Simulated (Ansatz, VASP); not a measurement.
One calculation of AgB2, two programs

```
Ag B
1.0
     3.00000    0.00000    0.00000
    -1.50000    2.59808    0.00000
     0.00000    0.00000    3.30480
Ag B
1 2
Cartesian
  0.0000 0.0000 0.0000
  0.0000 1.7321 1.6524
  1.5000 0.8660 1.6524
```

Change from the starting cell: zz strain of +2 %.

Alike in both runs: task single point; functional PBEsol; k mesh 16 × 16 × 13; occupations fermi-dirac, width 0.05 eV; no spin polarisation.

|  | VASP | Ansatz |
| --- | --- | --- |
| version | VASP 6.6.1 | Ansatz 0.2.0 |
| potentials or method | VASP PAW PBE potentials, release 64 (Ag, B), cutoff 520 eV | all-electron LAPW, scalar-relativistic |

Ansatz gave:

```
pressure (GPa)                                                : 40.2
traceless stress, the component that is largest in VASP (GPa) : 19.07
```

Task: Estimate VASP's values.

Result: Pressure (GPa): 40.3; traceless stress, the component that is largest in VASP (GPa): 18.93.

VASP's potentials were made for PBE, not for PBEsol. Both programs put the cell under a high pressure, so it lies far from rest at this level. Ansatz ran all-electron here, and VASP with PAW potentials.
